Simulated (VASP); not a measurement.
## Si: single point with r2SCAN

Crystal: Si.

```xyz
6
Lattice="2.7155 -2.7155 0.0000 2.7155 0.0000 -2.7155 6.5856 6.5856 6.5856" Properties=species:S:1:pos:R:3 pbc="T T T"
Si    6.5622    1.1313    1.1313
Si    3.8467   -1.5842    1.1313
Si    6.5622    3.8467    3.8467
Si    7.9199    2.4890    2.4890
Si    7.9199   -0.2265   -0.2265
Si    2.4890   -0.2265   -0.2265
```

This cell differs from its parent crystal: the distance across one plane changed.

| Item | Value |
| --- | --- |
| Program | VASP 6.6.1 |
| Task | single point |
| Functional | r2SCAN |
| Potentials or basis | VASP PAW PBE potentials, release 64 (Si) |
| Cutoff | 520 eV |
| k mesh | 8 × 8 × 3 |
| Occupations | gaussian, width 0.05 eV |
| Spin | no spin polarisation |

```
Pressure               : -1.2 GPa
Largest force          : 0.837 eV/Å
Band gap on the k mesh : zero (bands 12 and 13 overlap by 0.37 eV)
```

Forces in eV/Å, atoms in the order of the input:
```
Si  -0.173 -0.173 -0.173
Si  -0.483 -0.483 -0.483
Si  -0.051 -0.051 -0.051
Si   0.483  0.483  0.483
Si   0.173  0.173  0.173
Si   0.051  0.051  0.051
```

Stress tensor (GPa, compression positive):
```
-1.16 -0.84 -0.84
-0.84 -1.16 -0.84
-0.84 -0.84 -1.16
```

Levels at points of the mesh, in eV from the Fermi level:
| k point | band 10 | band 11 | band 12 | band 13 | band 14 | band 15 |
| --- | --- | --- | --- | --- | --- | --- |
| (0.00, 0.00, 0.00) | -0.13 | -0.13 | -0.06 | 0.46 | 2.08 | 2.99 |
| (0.50, 0.00, 0.00) | -2.07 | -1.51 | -0.80 | 0.31 | 1.23 | 2.03 |

Run time: 13 min on 1 thread of Intel Xeon 8259CL (shared host), peak memory 0.28 GiB.

Caveat: the cell differs from its parent crystal (the distance across one plane changed); semilocal functionals underestimate gaps, and a narrow one can read as zero; the PAW data sets were made with another functional, which shifts forces and pressure a little.
